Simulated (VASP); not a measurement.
# KTaO3 (P4/mmm) in VASP: further runs

The runs below take KTaO3 through single point, with PBE.

Program: VASP 6.6.1. These are calculated values, not measurements. Logs are shortened: lines on timing, memory, paths and dates and some standing lists are left out, and cuts for length are marked.

### 1 The cell of the first run

Symmetry: P4/mmm, No. 123, tetragonal system. The conventional cell has a = 4.210 Å, b = 4.210 Å, c = 3.579 Å, α = 90.00°, β = 90.00°, γ = 90.00°. K (site symmetry 4/mmm) has 12 O at 2.76 to 2.98 Å and 8 Ta at 3.47 Å and 2 K at 3.58 Å within 3.6 Å. Ta (site symmetry 4/mmm) has 6 O at 1.79 to 2.11 Å within 2.4 Å. Within 2.8 Å of O (site symmetry mmm) lie 2 Ta at 2.11 Å and 4 K at 2.76 Å and 4 O at 2.76 Å. Within 2.4 Å of O (site symmetry 4/mmm) lie 2 Ta at 1.79 Å.

### 2 Single point, PBE

The input, INCAR:

```
SYSTEM = KTaO3
ALGO = Normal ; EDIFF = 1E-6
ENCUT = 520 ; GGA = PE
ISIF = 2 ; ISMEAR = 0
LASPH = .TRUE. ; LCHARG = .FALSE.
LREAL = .FALSE. ; LWAVE = .FALSE.
NBANDS = 27 ; NELM = 100
PREC = Accurate ; SIGMA = 0.05
```

The input, KPOINTS:

```
k-points
0
G
  8 8 8
  0 0 0
```

The input, POSCAR:

```
KTaO3
1.0
    4.2103174618      0.0000000000      0.0000000000
    0.0000000000      4.2103174618      0.0000000000
    0.0000000000      0.0000000000      3.5787698425
K Ta O
1 1 3
Direct
    0.5000000000      0.5000000000      0.5000000000
    0.0000000000      0.0000000000      0.0000000000
    0.5000000000      0.0000000000      0.0000000000
    0.0000000000      0.5000000000      0.0000000000
    0.0000000000      0.0000000000      0.5000000000
```

Potentials or basis: VASP PAW PBE potentials, release 64 (K_sv, Ta_pv, O).

The run is started by

```
$ cat potpaw_PBE.64/K_sv/POTCAR potpaw_PBE.64/Ta_pv/POTCAR potpaw_PBE.64/O/POTCAR > POTCAR
$ mpirun -np 1 vasp_std > vasp.out
```

OUTCAR:

```text
SYSTEM = KTaO3
   EDIFF = 1E-6
   ENCUT = 520
   GGA = PE
   ISIF = 2
   ISMEAR = 0
   LASPH = .TRUE.
   LREAL = .FALSE.
   NELM = 100
   PREC = Accurate

 ion  position               nearest neighbor table
   1  0.500  0.500  0.500-   3 2.76   4 2.76   3 2.76   4 2.76   3 2.76   3 2.76   4 2.76   4 2.76
                             2 3.47   2 3.47   2 3.47   2 3.47   2 3.47   2 3.47   2 3.47   2 3.47
   2  0.000  0.000  0.000-   5 1.79   5 1.79   3 2.11   4 2.11   4 2.11   3 2.11   1 3.47   1 3.47
                             1 3.47   1 3.47   1 3.47   1 3.47   1 3.47   1 3.47
   3  0.500  0.000  0.000-   2 2.11   2 2.11   1 2.76   1 2.76   1 2.76   1 2.76
   4  0.000  0.500  0.000-   2 2.11   2 2.11   1 2.76   1 2.76   1 2.76   1 2.76
   5  0.000  0.000  0.500-   2 1.79   2 1.79

  LATTYP: Found a simple tetragonal cell.
 ALAT       =     4.2103174618
 C/A-ratio  =     0.8500000000

  Lattice vectors:

 A1 = (   4.2103174618,   0.0000000000,   0.0000000000)
 A2 = (   0.0000000000,   4.2103174618,   0.0000000000)
 A3 = (   0.0000000000,   0.0000000000,   3.5787698425)

Analysis of symmetry for initial positions (statically):
=====================================================================
 Subroutine PRICEL returns:
 Original cell was already a primitive cell.

 Routine SETGRP: Setting up the symmetry group for a
 simple tetragonal supercell.

 Subroutine GETGRP returns: Found 16 space group operations
 (whereof 16 operations were pure point group operations)
 out of a pool of 16 trial point group operations.

The static configuration has the point symmetry D_4h.

Analysis of symmetry for dynamics (positions and initial velocities):
=====================================================================
 Subroutine PRICEL returns:
 Original cell was already a primitive cell.

 Routine SETGRP: Setting up the symmetry group for a
 simple tetragonal supercell.

 Subroutine GETGRP returns: Found 16 space group operations
 (whereof 16 operations were pure point group operations)
 out of a pool of 16 trial point group operations.

The dynamic configuration has the point symmetry D_4h.

 Subroutine INISYM returns: Found 16 space group operations
 (whereof 16 operations are pure point group operations),
 and found     1 'primitive' translations

----------------------------------------------------------------------------------------

                                     Primitive cell

  volume of cell :      63.4400

  direct lattice vectors                    reciprocal lattice vectors
     4.210317462  0.000000000  0.000000000     0.237511781  0.000000000  0.000000000
     0.000000000  4.210317462  0.000000000     0.000000000  0.237511781  0.000000000
     0.000000000  0.000000000  3.578769842     0.000000000  0.000000000  0.279425625

  length of vectors
     4.210317462  4.210317462  3.578769842     0.237511781  0.237511781  0.279425625

  position of ions in fractional coordinates (direct lattice)
     0.500000000  0.500000000  0.500000000
     0.000000000  0.000000000  0.000000000
     0.500000000  0.000000000  0.000000000
     0.000000000  0.500000000  0.000000000
     0.000000000  0.000000000  0.500000000

  ion indices of the primitive-cell ions
   primitive index   ion index
                 1           1
                 2           2
                 3           3
                 4           4
                 5           5

----------------------------------------------------------------------------------------

 KPOINTS: k-points

Automatic generation of k-mesh.
 Grid dimensions read from file:
 generate k-points for:    8    8    8

 Generating k-lattice:

  Cartesian coordinates                     Fractional coordinates (reciprocal lattice)
     0.029688973  0.000000000  0.000000000     0.125000000  0.000000000  0.000000000
     0.000000000  0.029688973  0.000000000     0.000000000  0.125000000  0.000000000
     0.000000000  0.000000000  0.034928203     0.000000000  0.000000000  0.125000000

  Length of vectors
     0.029688973  0.029688973  0.034928203

  Shift w.r.t. Gamma in fractional coordinates (k-lattice)
     0.000000000  0.000000000  0.000000000

 Subroutine IBZKPT returns following result:
 ===========================================

 Found     75 irreducible k-points:

 Following reciprocal coordinates:
            Coordinates               Weight
  0.000000  0.000000  0.000000      1.000000
  0.125000  0.000000  0.000000      4.000000
  0.250000  0.000000  0.000000      4.000000
  0.375000  0.000000  0.000000      4.000000
  0.500000  0.000000  0.000000      2.000000
  0.125000  0.125000  0.000000      4.000000
[... 16 lines left out ...]
  0.375000  0.125000  0.125000     16.000000
  0.500000  0.125000  0.125000      8.000000
 [... further k-points ...]
   k-points           NKPTS =     75   k-points in BZ     NKDIM =     75   number of bands    NBANDS=     27
   number of dos      NEDOS =    301   number of ions     NIONS =      5
   total plane-waves  NPLWV =  28672
   dimension x,y,z NGX =    32 NGY =   32 NGZ =   28
   dimension x,y,z NGXF=    64 NGYF=   64 NGZF=   56
   ions per type =               1   1   3
   NGX,Y,Z   is equivalent  to a cutoff of  12.64, 12.64, 13.01 a.u.
   NGXF,Y,Z  is equivalent  to a cutoff of  25.27, 25.27, 26.01 a.u.
 SYSTEM =  KTaO3
   PREC   = accura    normal or accurate (medium, high low for compatibility)
   ISTART =      0    job   : 0-new  1-cont  2-samecut
   ICHARG =      2    charge: 1-file 2-atom 10-const
   ISPIN  =      1    spin polarized calculation?
   LNONCOLLINEAR =      F non collinear calculations
   LSORBIT =      F    spin-orbit coupling
   LASPH  =      T    aspherical Exc in radial PAW
   ENCUT  =  520.0 eV  38.22 Ry    6.18 a.u.   7.83  7.83  6.65*2*pi/ulx,y,z
   NELM   =    100;   NELMIN=  2; NELMDL= -5     # of ELM steps
   EDIFF  = 0.1E-05   stopping-criterion for ELM
   LREAL  =      F    real-space projection
   EDIFFG = 0.1E-04   stopping-criterion for IOM
   NSW    =      0    number of steps for IOM
   IBRION =     -1    ionic relax: 0-MD 1-quasi-New 2-CG
   NFREE  =      0    steps in history (QN), initial steepest desc. (CG)
   ISIF   =      2    stress and relaxation
   ISYM   =      2    0-nonsym 1-usesym 2-fastsym
   POTIM  = 0.5000    time-step for ionic-motion
   TEBEG  =    0.0;   TEEND  =   0.0 temperature during run
   PSTRESS=    0.0 pullay stress
   NELECT =      38.0000    total number of electrons
   NUPDOWN=      -1.0000    fix difference up-down
   EMIN   =  10.00;   EMAX   =-10.00  energy-range for DOS
   EFERMI =   0.00;   METHOD = LEGACY
   ISMEAR =     0;   SIGMA  =   0.05  broadening in eV -4-tet -1-fermi 0-gaus
   EFERMI_NEDOS =   21; number of points for ismear=-14 and -15
   IALGO  =     38    algorithm
   IMIX   =      4    mixing-type and parameters
     AMIX     =   0.40;   BMIX     =  1.00
     AMIX_MAG =   1.60;   BMIX_MAG =  1.00
  volume/ion in A,a.u.               =      12.69        85.62
  Fermi-wavevector in a.u.,A,eV,Ry     =   1.380008  2.607837 25.911228  1.904422
  Thomas-Fermi vector in A             =   2.504925
   LORBIT       =      0    0 simple, 1 ext, 2 COOP (PROOUT), +10 PAW based schemes
   GGA     = PE    functional components
   LHFCALC =     F    Hartree Fock is set to
   AEXX    =    0.0000 exact exchange contribution
   IVDW    =     0    specifies the selected vdW correction
   LEPSILON=     F    determine dielectric tensor
   LRPA    =     F    only Hartree local field effects (RPA)
 non-spin polarized calculation
 Gauss-broadening in eV      SIGMA  =   0.05
  energy-cutoff  :      520.00
  volume of cell :       63.44
 maximum number of plane-waves:      1724
 NGX is ok and might be reduce to    32

 number of electron      37.9999999 magnetization

 Free energy of the ion-electron system (eV)
  ---------------------------------------------------
  ext. energy  EPLUGINS =         0.00000000
  ---------------------------------------------------
  free energy    TOTEN  =       -39.42284242 eV

  energy without entropy =      -39.42284242  energy(sigma->0) =      -39.42284242

 E-fermi :   2.1680     XC(G=0): -10.8659

 val. band max:        1.9177417079   @ k =   0.5000   0.5000   0.5000
 cond. band min:       3.7615906199   @ k =   0.0000   0.0000   0.0000
 fundamental gap:      1.8438489120
 Fermi energy:         2.1680393402

 k-point     1 :       0.0000    0.0000    0.0000
  band No.  band energies     occupation
      1     -32.6884      2.00000
      2     -32.2429      2.00000
      3     -32.2429      2.00000
      4     -25.4572      2.00000
      5     -17.1935      2.00000
      6     -14.7076      2.00000
[... 19 lines left out ...]
     26      10.4665      0.00000
     27      10.6986      0.00000

 k-point     2 :       0.1250    0.0000    0.0000
  band No.  band energies     occupation
      1     -32.6882      2.00000
      2     -32.2495      2.00000
      3     -32.2427      2.00000
      4     -25.4543      2.00000
      5     -17.1940      2.00000
      6     -14.6672      2.00000
[... 19 lines left out ...]
     26      10.6282      0.00000
     27      10.8722      0.00000

 k-point     3 :       0.2500    0.0000    0.0000
  band No.  band energies     occupation
      1     -32.6877      2.00000
      2     -32.2653      2.00000
      3     -32.2421      2.00000
      4     -25.4472      2.00000
      5     -17.1957      2.00000
      6     -14.6270      2.00000
[... 594 lines left out ...]
      1     -32.7374      2.00000
      2     -32.2781      2.00000
      3     -32.2456      2.00000
      4     -25.4315      2.00000
      5     -16.8690      2.00000
      6     -14.5262      2.00000
[... 19 lines left out ...]
     26      11.8489      0.00000
     27      12.3415      0.00000

 k-point    24 :       0.5000    0.1250    0.1250
  band No.  band energies     occupation
      1     -32.7372      2.00000
      2     -32.2846      2.00000
      3     -32.2453      2.00000
      4     -25.4291      2.00000
      5     -16.8690      2.00000
      6     -14.5287      2.00000
[... 19 lines left out ...]
     26      11.8729      0.00000
     27      12.4395      0.00000

 [... further k-points ...]

------------------------ aborting loop because EDIFF is reached ----------------------------------------

  FORCE on cell =-STRESS in cart. coord.  units (eV):
  Direction    XX          YY          ZZ          XY          YZ          ZX
  --------------------------------------------------------------------------------------
  -------------------------------------------------------------------------------------
  Total       -4.0768187     -4.0768187     28.5908553      0.0000000      0.0000000      0.0000000
  in kB     -102.9599973   -102.9599973    722.0616411      0.0000000      0.0000000      0.0000000
  external PRESSURE =     172.0472155 kB  Pullay stress =       0.0000000 kB

 VOLUME and BASIS-vectors are now :
 -----------------------------------------------------------------------------
  energy-cutoff  :      520.00
  volume of cell :       63.44
      direct lattice vectors                 reciprocal lattice vectors
     4.210317462  0.000000000  0.000000000     0.237511781  0.000000000  0.000000000
     0.000000000  4.210317462  0.000000000     0.000000000  0.237511781  0.000000000
     0.000000000  0.000000000  3.578769842     0.000000000  0.000000000  0.279425625

 POSITION                                       TOTAL-FORCE (eV/Angst)
 -----------------------------------------------------------------------------------
      2.10516      2.10516      1.78938         0.000000      0.000000      0.000000
      0.00000      0.00000      0.00000         0.000000      0.000000      0.000000
      2.10516      0.00000      0.00000         0.000000      0.000000      0.000000
      0.00000      2.10516      0.00000         0.000000      0.000000      0.000000
      0.00000      0.00000      1.78938         0.000000      0.000000      0.000000
 -----------------------------------------------------------------------------------
    total drift:                                0.000000      0.000000     -0.000000

  FREE ENERGIE OF THE ION-ELECTRON SYSTEM (eV)
  ---------------------------------------------------
  free  energy   TOTEN  =       -39.4228424239 eV

  energy  without entropy=      -39.4228424239  energy(sigma->0) =      -39.42284242
```

Run time: 91 s. Hardware: 1 thread of AMD EPYC 7R13, shared host; peak memory 0.23 GiB.

Results:

- Free energy: -39.4228 eV
- Pressure: 17.2 GPa
- Band gap on the k mesh: 1.84 eV (least direct gap 2.25 eV)

Caveat: the stress differs along the axes, from -10 to 72 GPa; spin-orbit coupling is left out, which moves the levels of the heavy elements.

### 3 Single point, PBE

This run uses another cell than the first one, of the same volume but with other edges.

The input, INCAR:

```
PREC     = Accurate       # precision mode
ENCUT    = 520            # plane-wave cutoff, eV
EDIFF    = 1E-7           # SCF threshold, eV
ISMEAR   = 0              # smearing method
SIGMA    = 0.05           # smearing width, eV
LREAL    = False          # projectors in reciprocal space
LASPH    = True           # aspherical terms in the spheres
NELM     = 80             # most SCF steps
ALGO     = Normal         # electronic algorithm
ISIF     = 2              # what is computed and relaxed
LWAVE    = False          # write WAVECAR
LCHARG   = False          # write CHGCAR
GGA      = PE             # functional
NBANDS   = 27             # bands
```

The input, KPOINTS:

```
Automatic mesh
0
Gamma
  8 8 8
```

Changes to POSCAR since step 2:

```diff
@@ -2,5 +2,5 @@
 1.0
-    4.2103174618      0.0000000000      0.0000000000
-    0.0000000000      4.2103174618      0.0000000000
-    0.0000000000      0.0000000000      3.5787698425
+    3.7531339940      0.0000000000      0.0000000000
+    0.0000000000      3.7531339940      0.0000000000
+    0.0000000000      0.0000000000      4.5037607928
 K Ta O
```

Potentials or basis: VASP PAW PBE potentials, release 64 (K_sv, Ta_pv, O).

The run is started by

```
$ cat potpaw_PBE.64/K_sv/POTCAR potpaw_PBE.64/Ta_pv/POTCAR potpaw_PBE.64/O/POTCAR > POTCAR
$ mpirun -np 1 vasp_std > vasp.out
```

It took 98 s on 1 thread of AMD EPYC 7R13, shared host; peak memory 0.23 GiB.

Results (log left out):

```yaml
Free_energy: -39.5298 eV
Pressure: 18.4 GPa
Band_gap_on_the_k_mesh: 1.81 eV (least direct gap 2.04 eV)
```

Stress tensor (GPa, compression positive):
```
 38.41   0.00   0.00
  0.00  38.41   0.00
  0.00   0.00 -21.61
```

Levels at points of the mesh, in eV from the valence-band top:
```csv
k point,band 15,band 16,band 17,band 18,band 19,band 20,band 21,band 22,band 23,band 24
"(0.00, 0.00, 0.00)",-1.32,-1.32,-0.83,-0.22,-0.22,1.81,1.81,2.01,3.94,7.36
"(0.50, 0.00, 0.00)",-2.76,-2.00,-1.23,-1.01,-0.62,2.04,4.50,5.56,5.58,8.89
"(0.50, 0.50, 0.00)",-4.20,-1.54,-0.54,-0.54,-0.50,4.84,5.61,5.61,7.34,10.51
"(0.00, 0.00, 0.50)",-2.21,-1.29,-1.29,-1.12,-1.12,2.06,3.45,3.45,8.18,8.20
"(0.50, 0.00, 0.50)",-2.47,-2.42,-1.83,-1.56,-0.36,3.52,5.58,6.01,8.14,9.05
"(0.50, 0.50, 0.50)",-4.20,-3.84,-0.49,0.00,0.00,6.16,6.16,7.41,8.06,8.06
```

Caveat: the stress differs along the axes, from -22 to 38 GPa; spin-orbit coupling is left out, which moves the levels of the heavy elements. A k mesh can miss the band edges.
